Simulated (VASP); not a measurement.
Wanted: the native input for a VASP 6.6.1 run.

```
Task                   : single point
Functional             : PBE
Potentials or basis    : VASP PAW PBE potentials, release 64 (Bi_d, Te)
Cutoff                 : 520 eV
k mesh                 : 9 × 9 × 9
Occupations            : fermi-dirac, width 0.1 eV
Spin                   : no spin polarisation
Dipole correction      : no
Further INCAR settings : ALGO = Normal; EDIFF = 1e-06; NBANDS = 18
```

The structure of BiTe lies in POSCAR:

```
BiTe
1.0
    0.0000000000      3.2350000000      3.2350000000
    3.2350000000      0.0000000000      3.2350000000
    3.2350000000      3.2350000000      0.0000000000
Bi Te
1 1
Direct
    0.0000000000      0.0000000000      0.0000000000
    0.5000000000      0.5000000000      0.5000000000
```

One way to write it, as run:

INCAR

```
PREC = Accurate
ENCUT = 520
EDIFF = 1E-6
ISMEAR = -1
SIGMA = 0.1
LREAL = False
LASPH = True
NELM = 80
ALGO = Normal
ISIF = 2
LWAVE = False
LCHARG = False
GGA = PE
NBANDS = 18
```

KPOINTS

```
Automatic mesh
0
Gamma
  9 9 9
```

Potentials or basis: VASP PAW PBE potentials, release 64 (Bi_d, Te).

The run is started by

```bash
$ cat potpaw_PBE.64/Bi_d/POTCAR potpaw_PBE.64/Te/POTCAR > POTCAR
$ mpirun -np 1 vasp_std > vasp.out
```

Results of the run:

The pressure is 0.7 GPa.

It took 29 s on 1 thread of Intel(R) Xeon(R) Platinum 8259CL CPU @ 2.50GHz (Skylake/Cascade Lake) (shared host), peak memory 0.22 GiB.
